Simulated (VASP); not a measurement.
# CdS in VASP: further runs, part 3 of 3

VASP 6.6.1.

## 6. Single point, r2SCAN (strain along [111] +1.5%)

File POSCAR:

```
CdS
1.0
    0.0293921484      2.9686069884      2.9686069884
    2.9686069884      0.0293921484      2.9686069884
    2.9686069884      2.9686069884      0.0293921484
Cd S
1 1
Direct
    0.0010506580      0.0010506580      0.0010506580
    0.2489493420      0.2489493420      0.2489493420
```

File INCAR.step1:

```
SYSTEM = CdS
PREC     = Accurate       ! precision mode
ENCUT    = 520            ! plane-wave cutoff, eV
ISMEAR   = 0              ! smearing method
SIGMA    = 0.01           ! smearing width, eV
LREAL    = .FALSE.        ! projectors in reciprocal space
LASPH    = .TRUE.         ! aspherical terms in the spheres
NELM     = 80             ! most SCF steps
NBANDS   = 16             ! bands
GGA      = PE             ! functional
ALGO     = Normal         ! electronic algorithm
EDIFF    = 1E-4           ! SCF threshold, eV
LWAVE    = .TRUE.         ! write WAVECAR
LCHARG   = .FALSE.        ! write CHGCAR
```

File INCAR.step2:

```
SYSTEM = CdS
PREC     = Accurate       ! precision mode
ENCUT    = 520            ! plane-wave cutoff, eV
EDIFF    = 1E-7           ! SCF threshold, eV
ISMEAR   = 0              ! smearing method
SIGMA    = 0.01           ! smearing width, eV
LREAL    = .FALSE.        ! projectors in reciprocal space
LASPH    = .TRUE.         ! aspherical terms in the spheres
NELM     = 80             ! most SCF steps
ALGO     = Normal         ! electronic algorithm
ISIF     = 2              ! what is computed and relaxed
LWAVE    = .FALSE.        ! write WAVECAR
LCHARG   = .TRUE.         ! write CHGCAR
METAGGA  = R2SCAN         ! meta-GGA
LMIXTAU  = .TRUE.       
LELF     = .TRUE.         ! ELF
LVHAR    = .TRUE.       
NBANDS   = 16             ! bands
ISTART   = 1
```

File KPOINTS:

```
Automatic mesh
0
G
  8 8 8
  0 0 0
```

Potentials or basis: VASP PAW PBE potentials, release 64 (Cd, S).

On the command line:

```
$ cat potpaw_PBE.64/Cd/POTCAR potpaw_PBE.64/S/POTCAR > POTCAR
$ cp INCAR.step1 INCAR
$ mpirun -np 1 vasp_std > vasp.out
$ cp INCAR.step2 INCAR
$ mpirun -np 1 vasp_std > vasp.out
```

OUTCAR:

```text
SYSTEM = CdS
   PREC = Accurate
   ENCUT = 520
   EDIFF = 1E-7
   ISMEAR = 0
   LREAL = .FALSE.
   LASPH = .TRUE.
   NELM = 80
   ISIF = 2
   METAGGA = R2SCAN
   ISTART = 1

 ion  position               nearest neighbor table
   1  0.001  0.001  0.001-   2 2.56   2 2.56   2 2.56   2 2.56
   2  0.249  0.249  0.249-   1 2.56   1 2.56   1 2.56   1 2.56

  LATTYP: Found a trigonal (rhomboedric) cell.
 ALAT       =     4.1983471511
 COS(alpha) =     0.5098759986

  Lattice vectors:

 A1 = (   0.0293921484,   2.9686069884,   2.9686069884)
 A2 = (   2.9686069884,   0.0293921484,   2.9686069884)
 A3 = (   2.9686069884,   2.9686069884,   0.0293921484)

Analysis of symmetry for initial positions (statically):
=====================================================================
 Subroutine PRICEL returns:
 Original cell was already a primitive cell.

 Routine SETGRP: Setting up the symmetry group for a
 trigonal (rhombohedral) supercell.

 Subroutine GETGRP returns: Found  6 space group operations
 (whereof  6 operations were pure point group operations)
 out of a pool of 12 trial point group operations.

The static configuration has the point symmetry C_3v.

Analysis of symmetry for dynamics (positions and initial velocities):
=====================================================================
 Subroutine PRICEL returns:
 Original cell was already a primitive cell.

 Routine SETGRP: Setting up the symmetry group for a
 trigonal (rhombohedral) supercell.

 Subroutine GETGRP returns: Found  6 space group operations
 (whereof  6 operations were pure point group operations)
 out of a pool of 12 trial point group operations.

The dynamic configuration has the point symmetry C_3v.

 Subroutine INISYM returns: Found  6 space group operations
 (whereof  6 operations are pure point group operations),
 and found     1 'primitive' translations

----------------------------------------------------------------------------------------

                                     Primitive cell

  volume of cell :      51.5454

  direct lattice vectors                    reciprocal lattice vectors
     0.029392148  2.968606988  2.968606988    -0.170951455  0.169275461  0.169275461
     2.968606988  0.029392148  2.968606988     0.169275461 -0.170951455  0.169275461
     2.968606988  2.968606988  0.029392148     0.169275461  0.169275461 -0.170951455

  length of vectors
     4.198347151  4.198347151  4.198347151     0.294164517  0.294164517  0.294164517

  position of ions in fractional coordinates (direct lattice)
     0.001050658  0.001050658  0.001050658
     0.248949342  0.248949342  0.248949342

  ion indices of the primitive-cell ions
   primitive index   ion index
                 1           1
                 2           2

----------------------------------------------------------------------------------------

 KPOINTS: Automatic mesh

Automatic generation of k-mesh.
 Grid dimensions read from file:
 generate k-points for:    8    8    8

 Generating k-lattice:

  Cartesian coordinates                     Fractional coordinates (reciprocal lattice)
    -0.021368932  0.021159433  0.021159433     0.125000000 -0.000000000 -0.000000000
     0.021159433 -0.021368932  0.021159433    -0.000000000  0.125000000 -0.000000000
     0.021159433  0.021159433 -0.021368932    -0.000000000 -0.000000000  0.125000000

  Length of vectors
     0.036770565  0.036770565  0.036770565

  Shift w.r.t. Gamma in fractional coordinates (k-lattice)
     0.000000000  0.000000000  0.000000000

 Subroutine IBZKPT returns following result:
 ===========================================

 Found     65 irreducible k-points:

 Following reciprocal coordinates:
            Coordinates               Weight
  0.000000  0.000000  0.000000      1.000000
  0.125000  0.000000  0.000000      6.000000
  0.250000  0.000000  0.000000      6.000000
  0.375000  0.000000  0.000000      6.000000
  0.500000  0.000000  0.000000      3.000000
  0.125000  0.125000  0.000000      6.000000
[... 16 lines left out ...]
  0.250000  0.125000  0.125000      6.000000
  0.375000  0.125000  0.125000      6.000000
 [... further k-points ...]
   k-points           NKPTS =     65   k-points in BZ     NKDIM =     65   number of bands    NBANDS=     16
   number of dos      NEDOS =    301   number of ions     NIONS =      2
   total plane-waves  NPLWV =  32768
   dimension x,y,z NGX =    32 NGY =   32 NGZ =   32
   dimension x,y,z NGXF=    64 NGYF=   64 NGZF=   64
   ions per type =               1   1
   NGX,Y,Z   is equivalent  to a cutoff of  12.67, 12.67, 12.67 a.u.
   NGXF,Y,Z  is equivalent  to a cutoff of  25.34, 25.34, 25.34 a.u.
 SYSTEM =  CdS
   PREC   = accura    normal or accurate (medium, high low for compatibility)
   ISTART =      1    job   : 0-new  1-cont  2-samecut
   ICHARG =      0    charge: 1-file 2-atom 10-const
   ISPIN  =      1    spin polarized calculation?
   LNONCOLLINEAR =      F non collinear calculations
   LSORBIT =      F    spin-orbit coupling
   LASPH  =      T    aspherical Exc in radial PAW
   ENCUT  =  520.0 eV  38.22 Ry    6.18 a.u.   7.81  7.81  7.81*2*pi/ulx,y,z
   NELM   =     80;   NELMIN=  2; NELMDL=  0     # of ELM steps
   EDIFF  = 0.1E-06   stopping-criterion for ELM
   LREAL  =      F    real-space projection
   EDIFFG = 0.1E-05   stopping-criterion for IOM
   NSW    =      0    number of steps for IOM
   IBRION =     -1    ionic relax: 0-MD 1-quasi-New 2-CG
   NFREE  =      0    steps in history (QN), initial steepest desc. (CG)
   ISIF   =      2    stress and relaxation
   ISYM   =      2    0-nonsym 1-usesym 2-fastsym
   POTIM  = 0.5000    time-step for ionic-motion
   TEBEG  =    0.0;   TEEND  =   0.0 temperature during run
   PSTRESS=    0.0 pullay stress
   NELECT =      18.0000    total number of electrons
   NUPDOWN=      -1.0000    fix difference up-down
   EMIN   =  10.00;   EMAX   =-10.00  energy-range for DOS
   EFERMI =   0.00;   METHOD = LEGACY
   ISMEAR =     0;   SIGMA  =   0.01  broadening in eV -4-tet -1-fermi 0-gaus
   EFERMI_NEDOS =   21; number of points for ismear=-14 and -15
   IALGO  =     38    algorithm
   IMIX   =      4    mixing-type and parameters
     AMIX     =   0.40;   BMIX     =  1.00
     AMIX_MAG =   1.60;   BMIX_MAG =  1.00
  volume/ion in A,a.u.               =      25.77       173.92
  Fermi-wavevector in a.u.,A,eV,Ry     =   1.152840  2.178551 18.082684  1.329040
  Thomas-Fermi vector in A             =   2.289488
   LORBIT       =      0    0 simple, 1 ext, 2 COOP (PROOUT), +10 PAW based schemes
   METAGGA = R2SCAN    functional components
   LHFCALC =     F    Hartree Fock is set to
   AEXX    =    0.0000 exact exchange contribution
   IVDW    =     0    specifies the selected vdW correction
   LEPSILON=     F    determine dielectric tensor
   LRPA    =     F    only Hartree local field effects (RPA)
 non-spin polarized calculation
 Gauss-broadening in eV      SIGMA  =   0.01
  energy-cutoff  :      520.00
  volume of cell :       51.55
 maximum number of plane-waves:      1404
   NGX = 15   NGY = 15   NGZ = 15

 number of electron      18.0000003 magnetization

 Free energy of the ion-electron system (eV)
  ---------------------------------------------------
  ext. energy  EPLUGINS =         0.00000000
  ---------------------------------------------------
  free energy    TOTEN  =       -29.68401905 eV

  energy without entropy =      -29.68401905  energy(sigma->0) =      -29.68401905

 E-fermi :   0.8087     XC(G=0):  -9.5462

 val. band max:        0.7487687190   @ k =   0.0000   0.0000   0.0000
 cond. band min:       2.2294669825   @ k =   0.0000   0.0000   0.0000
 fundamental gap:      1.4806982634
 Fermi energy:         0.8086553753

 k-point     1 :       0.0000    0.0000    0.0000
  band No.  band energies     occupation
      1     -11.9115      2.00000
      2      -7.1130      2.00000
      3      -7.1054      2.00000
      4      -7.1054      2.00000
      5      -6.6487      2.00000
      6      -6.6487      2.00000
[... 8 lines left out ...]
     15      12.6809      0.00000
     16      12.6809      0.00000
[... 419 lines left out ...]
 k-point    24 :       0.3750    0.1250    0.1250
  band No.  band energies     occupation
      1     -11.6308      2.00000
      2      -7.0115      2.00000
      3      -6.9971      2.00000
      4      -6.7392      2.00000
      5      -6.6573      2.00000
      6      -6.6012      2.00000
[... 8 lines left out ...]
     15      12.7224      0.00000
     16      13.4630      0.00000

 [... further k-points ...]
[... 5 lines left out ...]
  --------------------------------------------------------------------------------------
  -------------------------------------------------------------------------------------
  Total       -0.1978375     -0.1978375     -0.1978375     -0.0854888     -0.0854888     -0.0854888
  in kB       -6.1493485     -6.1493485     -6.1493485     -2.6572325     -2.6572325     -2.6572325
  external PRESSURE =      -6.1493485 kB  Pullay stress =       0.0000000 kB

 VOLUME and BASIS-vectors are now :
 -----------------------------------------------------------------------------
  energy-cutoff  :      520.00
  volume of cell :       51.55
      direct lattice vectors                 reciprocal lattice vectors
     0.029392148  2.968606988  2.968606988    -0.170951455  0.169275461  0.169275461
     2.968606988  0.029392148  2.968606988     0.169275461 -0.170951455  0.169275461
     2.968606988  2.968606988  0.029392148     0.169275461  0.169275461 -0.170951455

 POSITION                                       TOTAL-FORCE (eV/Angst)
 -----------------------------------------------------------------------------------
      0.00627      0.00627      0.00627         0.000411      0.000411      0.000411
      1.48538      1.48538      1.48538        -0.000411     -0.000411     -0.000411
 -----------------------------------------------------------------------------------
    total drift:                                0.000025      0.000025      0.000025

  FREE ENERGIE OF THE ION-ELECTRON SYSTEM (eV)
  ---------------------------------------------------
  free  energy   TOTEN  =       -29.6840190483 eV

  energy  without entropy=      -29.6840190483  energy(sigma->0) =      -29.68401905
```

Run time: 2.2 min. Hardware: 1 thread of AMD EPYC 9R45 (Zen 5), shared host; peak memory 0.19 GiB.

Results:

| Property | Result |
| --- | --- |
| Free energy | -29.6840 eV |
| Pressure | -0.6 GPa |
| Band gap on the k mesh | 1.48 eV, direct |

Stress tensor (GPa, compression positive):
```
-0.61 -0.27 -0.27
-0.27 -0.61 -0.27
-0.27 -0.27 -0.61
```

Caveat: the cell differs from its parent crystal (strain along [111] +1.5%); the PAW data sets were made with another functional, which shifts forces and pressure a little.

## 7. Overview

```tsv
level	cell	smearing	gap on the mesh (eV)	pressure (GPa)
PBE	a = 4.161 Å, angles 59.6°, 2 atoms	fermi-dirac 0.02 eV	1.10	2.1
PBE	a = 4.198 Å, angles 59.3°, 2 atoms	fermi-dirac 0.02 eV	1.04	0.8
PBE	a = 4.157, b = 4.157, c = 4.123 Å, angles 60.3, 60.3, 60.5°, 2 atoms	fermi-dirac 0.02 eV	1.06	1.7
r2SCAN	a = 4.161 Å, angles 59.6°, 2 atoms	gaussian 0.01 eV	1.54	0.7
r2SCAN	a = 4.198 Å, angles 59.3°, 2 atoms	gaussian 0.01 eV	1.48	-0.6
```

Alike in all rows: task single point; potentials or basis VASP PAW PBE potentials, release 64 (Cd, S); no spin polarisation; k mesh 8 × 8 × 8; cutoff (eV) 520.

Caveats: the PAW data sets were made with another functional, which shifts forces and pressure a little (some runs).

Absolute energies hang on the potentials; compare differences alone.
